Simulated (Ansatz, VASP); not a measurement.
BaS in VASP and in Ansatz

```
Ba S
1.0
     0.00000    3.21446    3.21446
     3.21446    0.00000    3.21446
     3.21446    3.21446    0.00000
Ba S
1 1
Cartesian
  0.0000 0.0000 0.0000
  3.2145 3.2145 3.2145
```

Alike in both runs: functional PBE; k mesh 8 × 8 × 8; occupations fermi-dirac, width 0.02 eV; no spin polarisation.

Ansatz relaxed the structure, and its values are those at the end. VASP's run is a single point on that final structure, the one shown.

|  | VASP | Ansatz |
| --- | --- | --- |
| version | VASP 6.6.1 | Ansatz 0.2.0 |
| potentials or method | VASP PAW PBE potentials, release 64 (Ba_sv, S), cutoff 520 eV | PAW plane waves |
| valence electrons in the cell | 16 | 16 |

Ansatz gave:

- gap on the k mesh at the Fermi level (eV): 2.23
- pressure (GPa): 0.0

Q: Which values does VASP return?

A: gap on the k mesh at the Fermi level (eV): 2.14; pressure (GPa): 0.5.

The functional is the same, so the differences come from potentials, cutoffs and numerics.

Spin-orbit coupling is off throughout.
